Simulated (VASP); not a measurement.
# Si3O8 (P4/mbm) in VASP: single point with PBE

Aim: the single point of Si3O8 with PBE.

All numbers are computed with VASP 6.6.1; they aren't measurements. Logs are shortened: lines on timing, memory, paths and dates and some standing lists are left out, and cuts for length are marked.

## (1) The cell of the first run

The structure is tetragonal, space group P4/mbm (No. 127). The conventional cell has a = 9.011 Å, b = 9.011 Å, c = 3.571 Å, α = 90.00°, β = 90.00°, γ = 90.00°. Within 2.3 Å of Si (site symmetry 4/m) lie 6 O at 1.75 to 1.79 Å. Si (site symmetry m2m) has 5 O at 1.74 to 1.79 Å within 2.3 Å. Within 2.4 Å of O (site symmetry 4/m) lie 2 Si at 1.79 Å. Within 2.3 Å of O (site symmetry m) lie 2 Si at 1.75 Å. Within 2.4 Å of O (site symmetry m2m) lie 2 Si at 1.79 Å. O (site symmetry mmm) has 2 Si at 1.74 Å within 2.3 Å.

## (2) Single point, PBE

Contents of INCAR:

```
SYSTEM = Si3O8
PREC = Accurate ; ENCUT = 520
EDIFF = 1E-6 ; ISMEAR = 0
SIGMA = 0.1 ; LREAL = Auto
LASPH = .True. ; NELM = 80
ALGO = Normal ; ISIF = 2
LWAVE = .False. ; LCHARG = .False.
GGA = PE ; NBANDS = 77
```

Contents of KPOINTS:

```
Automatic mesh
0
Gamma
  2 2 6
  0 0 0
```

Contents of POSCAR:

```
Si3O8
1.0
    9.0114044000      0.0000000000      0.0000000000
    0.0000000000      9.0114044000      0.0000000000
    0.0000000000      0.0000000000      3.5714757600
Si O
6 16
Direct
    0.5000000000      0.5000000000      0.0000000000
    0.0000000000      0.0000000000      0.0000000000
    0.8631799800      0.6368200200      0.0000000000
    0.1368200200      0.3631799800      0.0000000000
    0.6368200200      0.1368200200      0.0000000000
    0.3631799800      0.8631799800      0.0000000000
    0.5000000000      0.5000000000      0.5000000000
    0.6815899900      0.5684100100      0.0000000000
    0.3184100100      0.4315899900      0.0000000000
    0.5684100100      0.3184100100      0.0000000000
    0.4315899900      0.6815899900      0.0000000000
    0.0000000000      0.0000000000      0.5000000000
    0.9315899900      0.8184100100      0.0000000000
    0.0684100100      0.1815899900      0.0000000000
    0.8184100100      0.0684100100      0.0000000000
    0.1815899900      0.9315899900      0.0000000000
    0.8631799800      0.6368200200      0.5000000000
    0.0000000000      0.5000000000      0.0000000000
    0.1368200200      0.3631799800      0.5000000000
    0.6368200200      0.1368200200      0.5000000000
    0.5000000000      0.0000000000      0.0000000000
    0.3631799800      0.8631799800      0.5000000000
```

Potentials or basis: VASP PAW PBE potentials, release 64 (Si, O).

Started as:

```console
> cat potpaw_PBE.64/Si/POTCAR potpaw_PBE.64/O/POTCAR > POTCAR
> mpirun -np 1 vasp_std > vasp.out
```

OUTCAR:

```text
SYSTEM = Si3O8
   PREC = Accurate
   ENCUT = 520
   EDIFF = 1E-6
   ISMEAR = 0
   LREAL = Auto
   LASPH = .True.
   NELM = 80
   ISIF = 2
   GGA = PE

 ion  position               nearest neighbor table
   1  0.500  0.500  0.000-   8 1.75   9 1.75  10 1.75  11 1.75   7 1.79   7 1.79
   2  0.000  0.000  0.000-  13 1.75  14 1.75  15 1.75  16 1.75  12 1.79  12 1.79
   3  0.863  0.637  0.000-  18 1.74  13 1.75   8 1.75  17 1.79  17 1.79
   4  0.137  0.363  0.000-  18 1.74  14 1.75   9 1.75  19 1.79  19 1.79
   5  0.637  0.137  0.000-  21 1.74  15 1.75  10 1.75  20 1.79  20 1.79
   6  0.363  0.863  0.000-  21 1.74  16 1.75  11 1.75  22 1.79  22 1.79
   7  0.500  0.500  0.500-   1 1.79   1 1.79
   8  0.682  0.568  0.000-   1 1.75   3 1.75
   9  0.318  0.432  0.000-   1 1.75   4 1.75
  10  0.568  0.318  0.000-   1 1.75   5 1.75
  11  0.432  0.682  0.000-   1 1.75   6 1.75
  12  0.000  0.000  0.500-   2 1.79   2 1.79
[... 8 lines left out ...]
  21  0.500  0.000  0.000-   5 1.74   6 1.74
  22  0.363  0.863  0.500-   6 1.79   6 1.79

  LATTYP: Found a simple tetragonal cell.
 ALAT       =     9.0114044000
 C/A-ratio  =     0.3963284302

  Lattice vectors:

 A1 = (   9.0114044000,   0.0000000000,   0.0000000000)
 A2 = (   0.0000000000,   9.0114044000,   0.0000000000)
 A3 = (   0.0000000000,   0.0000000000,   3.5714757600)

Analysis of symmetry for initial positions (statically):
=====================================================================
 Subroutine PRICEL returns:
 Original cell was already a primitive cell.

 Routine SETGRP: Setting up the symmetry group for a
 simple tetragonal supercell.

 Subroutine GETGRP returns: Found 16 space group operations
 (whereof  8 operations were pure point group operations)
 out of a pool of 16 trial point group operations.

The static configuration has the point symmetry C_4h.
 The point group associated with its full space group is D_4h.

Analysis of symmetry for dynamics (positions and initial velocities):
=====================================================================
 Subroutine PRICEL returns:
 Original cell was already a primitive cell.

 Routine SETGRP: Setting up the symmetry group for a
 simple tetragonal supercell.

 Subroutine GETGRP returns: Found 16 space group operations
 (whereof  8 operations were pure point group operations)
 out of a pool of 16 trial point group operations.

The dynamic configuration has the point symmetry C_4h.
 The point group associated with its full space group is D_4h.

 Subroutine INISYM returns: Found 16 space group operations
 (whereof  8 operations are pure point group operations),
 and found     1 'primitive' translations

----------------------------------------------------------------------------------------

                                     Primitive cell

  volume of cell :     290.0232

  direct lattice vectors                    reciprocal lattice vectors
     9.011404400  0.000000000  0.000000000     0.110970494  0.000000000  0.000000000
     0.000000000  9.011404400  0.000000000     0.000000000  0.110970494  0.000000000
     0.000000000  0.000000000  3.571475760     0.000000000  0.000000000  0.279996300

  length of vectors
     9.011404400  9.011404400  3.571475760     0.110970494  0.110970494  0.279996300

  position of ions in fractional coordinates (direct lattice)
     0.500000000  0.500000000  0.000000000
     0.000000000  0.000000000  0.000000000
     0.863179980  0.636820020  0.000000000
     0.136820020  0.363179980  0.000000000
     0.636820020  0.136820020  0.000000000
     0.363179980  0.863179980  0.000000000
[... 14 lines left out ...]
     0.500000000  0.000000000  0.000000000
     0.363179980  0.863179980  0.500000000

  ion indices of the primitive-cell ions
   primitive index   ion index
                 1           1
                 2           2
                 3           3
                 4           4
                 5           5
                 6           6
[... 14 lines left out ...]
                21          21
                22          22

----------------------------------------------------------------------------------------

 KPOINTS: Automatic mesh

Automatic generation of k-mesh.
 Grid dimensions read from file:
 generate k-points for:    2    2    6

 Generating k-lattice:

  Cartesian coordinates                     Fractional coordinates (reciprocal lattice)
     0.055485247  0.000000000  0.000000000     0.500000000  0.000000000  0.000000000
     0.000000000  0.055485247  0.000000000     0.000000000  0.500000000  0.000000000
     0.000000000  0.000000000  0.046666050     0.000000000  0.000000000  0.166666667

  Length of vectors
     0.055485247  0.055485247  0.046666050

  Shift w.r.t. Gamma in fractional coordinates (k-lattice)
     0.000000000  0.000000000  0.000000000

 Subroutine IBZKPT returns following result:
 ===========================================

 Found     12 irreducible k-points:

 Following reciprocal coordinates:
            Coordinates               Weight
  0.000000  0.000000  0.000000      1.000000
  0.500000  0.000000  0.000000      2.000000
  0.500000  0.500000  0.000000      1.000000
  0.000000  0.000000  0.166667      2.000000
  0.500000  0.000000  0.166667      4.000000
  0.500000  0.500000  0.166667      2.000000
  0.000000  0.000000  0.333333      2.000000
  0.500000  0.000000  0.333333      4.000000
  0.500000  0.500000  0.333333      2.000000
  0.000000  0.000000  0.500000      1.000000
  0.500000  0.000000  0.500000      2.000000
  0.500000  0.500000  0.500000      1.000000
   k-points           NKPTS =     12   k-points in BZ     NKDIM =     12   number of bands    NBANDS=     77
   number of dos      NEDOS =    301   number of ions     NIONS =     22
   total plane-waves  NPLWV = 137200
   dimension x,y,z NGX =    70 NGY =   70 NGZ =   28
   dimension x,y,z NGXF=   140 NGYF=  140 NGZF=   56
   ions per type =               6  16
   NGX,Y,Z   is equivalent  to a cutoff of  12.91, 12.91, 13.03 a.u.
   NGXF,Y,Z  is equivalent  to a cutoff of  25.83, 25.83, 26.07 a.u.
 SYSTEM =  Si3O8
   PREC   = accura    normal or accurate (medium, high low for compatibility)
   ISTART =      0    job   : 0-new  1-cont  2-samecut
   ICHARG =      2    charge: 1-file 2-atom 10-const
   ISPIN  =      1    spin polarized calculation?
   LNONCOLLINEAR =      F non collinear calculations
   LSORBIT =      F    spin-orbit coupling
   LASPH  =      T    aspherical Exc in radial PAW
   ENCUT  =  520.0 eV  38.22 Ry    6.18 a.u.  16.76 16.76  6.64*2*pi/ulx,y,z
   NELM   =     80;   NELMIN=  2; NELMDL= -5     # of ELM steps
   EDIFF  = 0.1E-05   stopping-criterion for ELM
   LREAL  =      T    real-space projection
   EDIFFG = 0.1E-04   stopping-criterion for IOM
   NSW    =      0    number of steps for IOM
   IBRION =     -1    ionic relax: 0-MD 1-quasi-New 2-CG
   NFREE  =      0    steps in history (QN), initial steepest desc. (CG)
   ISIF   =      2    stress and relaxation
   ISYM   =      2    0-nonsym 1-usesym 2-fastsym
   POTIM  = 0.5000    time-step for ionic-motion
   TEBEG  =    0.0;   TEEND  =   0.0 temperature during run
   PSTRESS=    0.0 pullay stress
   NELECT =     120.0000    total number of electrons
   NUPDOWN=      -1.0000    fix difference up-down
   EMIN   =  10.00;   EMAX   =-10.00  energy-range for DOS
   EFERMI =   0.00;   METHOD = LEGACY
   ISMEAR =     0;   SIGMA  =   0.10  broadening in eV -4-tet -1-fermi 0-gaus
   EFERMI_NEDOS =   21; number of points for ismear=-14 and -15
   IALGO  =     38    algorithm
   IMIX   =      4    mixing-type and parameters
     AMIX     =   0.40;   BMIX     =  1.00
     AMIX_MAG =   1.60;   BMIX_MAG =  1.00
  volume/ion in A,a.u.               =      13.18        88.96
  Fermi-wavevector in a.u.,A,eV,Ry     =   1.219900  2.305277 20.247603  1.488157
  Thomas-Fermi vector in A             =   2.355136
   LORBIT       =      0    0 simple, 1 ext, 2 COOP (PROOUT), +10 PAW based schemes
   GGA     = PE    functional components
   LHFCALC =     F    Hartree Fock is set to
   AEXX    =    0.0000 exact exchange contribution
   IVDW    =     0    specifies the selected vdW correction
   LEPSILON=     F    determine dielectric tensor
   LRPA    =     F    only Hartree local field effects (RPA)
 non-spin polarized calculation
 Gauss-broadening in eV      SIGMA  =   0.10
  energy-cutoff  :      520.00
  volume of cell :      290.02
 maximum number of plane-waves:      7856
 NGX is ok and might be reduce to    70
   NGX = 33   NGY = 33   NGZ = 13

 number of electron     120.0000025 magnetization

 Free energy of the ion-electron system (eV)
  ---------------------------------------------------
  ext. energy  EPLUGINS =         0.00000000
  ---------------------------------------------------
  free energy    TOTEN  =      -147.96791821 eV

  energy without entropy =     -147.86666419  energy(sigma->0) =     -147.91729120

 E-fermi :   0.4943     XC(G=0):  -8.8943

 val. band max:        0.4914153354   @ k =   0.5000   0.0000   0.0000
 cond. band min:       0.5081026079   @ k =   0.5000   0.5000   0.1667
 fundamental gap:      0.0166872725
 Fermi energy:         0.4942953798

 k-point     1 :       0.0000    0.0000    0.0000
  band No.  band energies     occupation
      1     -19.0163      2.00000
      2     -18.5907      2.00000
      3     -18.4051      2.00000
      4     -18.0493      2.00000
      5     -18.0493      2.00000
      6     -17.8272      2.00000
[... 64 lines left out ...]
     71       8.6258      0.00000
     72       9.5903      0.00000

 k-point     2 :       0.5000    0.0000    0.0000
  band No.  band energies     occupation
      1     -18.8472      2.00000
      2     -18.8472      2.00000
      3     -18.3055      2.00000
      4     -18.3055      2.00000
      5     -17.7815      2.00000
      6     -17.7815      2.00000
[... 742 lines left out ...]
 k-point    12 :       0.5000    0.5000    0.5000
  band No.  band energies     occupation
      1     -17.8879      2.00000
      2     -17.8879      2.00000
      3     -17.5294      2.00000
      4     -17.5294      2.00000
      5     -16.8752      2.00000
      6     -16.8752      2.00000
[... 64 lines left out ...]
     71       9.9130      0.00000
     72       9.9130      0.00000
 [bands above 72 left out]

------------------------ aborting loop because EDIFF is reached ----------------------------------------

  FORCE on cell =-STRESS in cart. coord.  units (eV):
  Direction    XX          YY          ZZ          XY          YZ          ZX
  --------------------------------------------------------------------------------------
  -------------------------------------------------------------------------------------
  Total      -24.6216748    -24.6216748    -28.5137202      0.0000000      0.0000000     -0.0000000
  in kB     -136.0177250   -136.0177250   -157.5185840      0.0000000      0.0000000     -0.0000000
  external PRESSURE =    -143.1846780 kB  Pullay stress =       0.0000000 kB

 VOLUME and BASIS-vectors are now :
 -----------------------------------------------------------------------------
  energy-cutoff  :      520.00
  volume of cell :      290.02
      direct lattice vectors                 reciprocal lattice vectors
     9.011404400  0.000000000  0.000000000     0.110970494  0.000000000  0.000000000
     0.000000000  9.011404400  0.000000000     0.000000000  0.110970494  0.000000000
     0.000000000  0.000000000  3.571475760     0.000000000  0.000000000  0.279996300

 POSITION                                       TOTAL-FORCE (eV/Angst)
 -----------------------------------------------------------------------------------
      4.50570      4.50570      0.00000        -0.000000      0.000000      0.000000
      0.00000      0.00000      0.00000        -0.000000      0.000000      0.000000
      7.77846      5.73864      0.00000         0.435961     -0.435961      0.000000
      1.23294      3.27276      0.00000        -0.435961      0.435961      0.000000
      5.73864      1.23294      0.00000        -0.435961     -0.435961      0.000000
      3.27276      7.77846      0.00000         0.435961      0.435961      0.000000
[... 14 lines left out ...]
      4.50570      0.00000      0.00000        -0.000000      0.000000      0.000000
      3.27276      7.77846      1.78574        -0.197840     -0.197840      0.000000
 -----------------------------------------------------------------------------------
    total drift:                                0.000000     -0.000000     -0.000000

  FREE ENERGIE OF THE ION-ELECTRON SYSTEM (eV)
  ---------------------------------------------------
  free  energy   TOTEN  =      -147.9679182070 eV

  energy  without entropy=     -147.8666641896  energy(sigma->0) =     -147.91729120
```

Run time: 9.2 min. Hardware: 1 thread of Intel Xeon 6975P-C, shared host; peak memory 0.45 GiB.

What came out:

```
Free energy            : -147.9679 eV
Pressure               : -14.3 GPa
Largest force          : 2.091 eV/Å
Band gap on the k mesh : zero (band 60 reaches 0.85 eV, above the bottom of band 61 at 0.16 eV)
```

Forces in eV/Å, atoms in the order of the input:
```
Si   0.000  0.000  0.000
Si   0.000  0.000  0.000
Si   0.436 -0.436  0.000
Si  -0.436  0.436  0.000
Si  -0.436 -0.436  0.000
Si   0.436  0.436  0.000
O    0.000  0.000  0.000
O    1.882  0.910  0.000
O   -1.882 -0.910  0.000
O    0.910 -1.882  0.000
O   -0.910  1.882  0.000
O    0.000  0.000  0.000
O   -0.910 -1.882  0.000
O    0.910  1.882  0.000
O   -1.882  0.910  0.000
O    1.882 -0.910  0.000
O   -0.198  0.198  0.000
O    0.000  0.000  0.000
O    0.198 -0.198  0.000
O    0.198  0.198  0.000
O    0.000  0.000  0.000
O   -0.198 -0.198  0.000
```

Levels at points of the mesh, in eV from the Fermi level:
| k point | band 57 | band 58 | band 59 | band 60 | band 61 | band 62 | band 63 | band 64 |
| --- | --- | --- | --- | --- | --- | --- | --- | --- |
| (0.00, 0.00, 0.00) | -0.38 | -0.38 | -0.31 | -0.31 | -0.19 | -0.14 | -0.12 | -0.02 |
| (0.50, 0.00, 0.00) | -0.50 | -0.50 | -0.39 | -0.39 | -0.30 | -0.30 | 0.00 | 0.00 |
| (0.50, 0.50, 0.00) | -0.56 | -0.56 | -0.33 | -0.33 | -0.33 | -0.33 | 0.03 | 0.03 |
| (0.00, 0.00, 0.50) | -0.11 | 0.31 | 0.35 | 0.36 | 0.36 | 0.40 | 0.88 | 0.88 |
| (0.50, 0.00, 0.50) | -0.15 | -0.15 | 0.31 | 0.31 | 0.71 | 0.71 | 0.79 | 0.79 |
| (0.50, 0.50, 0.50) | -0.12 | -0.12 | 0.14 | 0.14 | 0.67 | 0.67 | 0.89 | 0.89 |

Caveat: forces of over 1 eV/Å act on the atoms, so gaps and moduli don't describe the material at rest.
